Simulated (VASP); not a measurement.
Runs of VASP 6.6.1 on Li2S. The structure is that of space group Fm-3m (No. 225), or close to it. The cells are those of the table. 

```tsv
task	level	potentials or basis	cell	gap on the mesh (eV)	pressure (GPa)	relaxed volume (Å³/atom)
single point	PBEsol	VASP PAW PBE potentials, release 64 (Li_sv, S)	a = 3.998 Å, angles 60.0°, 3 atoms	3.20	0.0	-
relaxation of cell and atoms	PBEsol	VASP PAW PBE potentials, release 64 (Li_sv, S)	relaxed from a = 4.023 Å, angles 60.0°, 3 atoms	3.20	0.0	15.06
relaxation of cell and atoms	RPBE	VASP PAW PBE potentials, release 64 (Li_sv, S)	relaxed from a = 4.023 Å, angles 60.0°, 3 atoms	3.57	0.0	16.00
single point	LDA	VASP PAW LDA potentials, release 64 (Li_sv, S)	a = 3.936 Å, angles 60.0°, 3 atoms	3.12	-0.1	-
relaxation of cell and atoms	LDA	VASP PAW LDA potentials, release 64 (Li_sv, S)	relaxed from a = 4.023 Å, angles 60.0°, 3 atoms	3.12	-0.1	14.38
single point	RPBE	VASP PAW PBE potentials, release 64 (Li_sv, S)	a = 4.088 Å, angles 60.0°, 3 atoms	3.57	(a)	-
```

Alike in all rows: no spin polarisation; k mesh 6 × 6 × 6; cutoff (eV) 750; smearing gaussian 0.01 eV.

Q: Fill in the values left out.

A: (a) -0.2.

Caveats: the PAW data sets were made with another functional, which shifts forces and pressure a little (some runs).

A k mesh can miss the band edges.
